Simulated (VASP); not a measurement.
Ti, 1 atom in the cell. It takes space group I4/mmm (No. 139, tetragonal). Conventional cell: a = 2.871 Å, b = 2.871 Å, c = 3.979 Å, α = 90.00°, β = 90.00°, γ = 90.00°. Within 3.7 Å of Ti (site symmetry 4/mmm) lie 12 Ti at 2.84 to 2.87 Å.  This cell differs from its parent crystal: strain -0.0200 x Voigt [0, 0, 1, 0, 0, 0].

| Quantity | Value |
| --- | --- |
| Program | VASP 6.6.1 |
| Task | single point |
| Functional | PBEsol |
| Potentials or basis | VASP PAW PBE potentials, release 64 (Ti_sv) |
| Cutoff | 520 eV |
| k mesh | 20 × 20 × 20 |
| Occupations | gaussian, width 0.15 eV |
| Spin | no spin polarisation |
| Dipole correction | no |
| Further INCAR settings | ALGO = Normal; EDIFF = 1e-06; NBANDS = 12 |

Potentials or basis: VASP PAW PBE potentials, release 64 (Ti_sv).

Command:

```bash
$ cat potpaw_PBE.64/Ti_sv/POTCAR > POTCAR
$ mpirun -np 1 vasp_std > vasp.out
```

Hardware: 1 thread of Intel Xeon 6975P-C, with other jobs on the host.

Question: Estimate the wall time of this run.

Answer: Run time: 68 s on 1 thread of Intel Xeon 6975P-C, on a shared host, peak memory 0.24 GiB. Counts: scf iterations 12, k points 641.
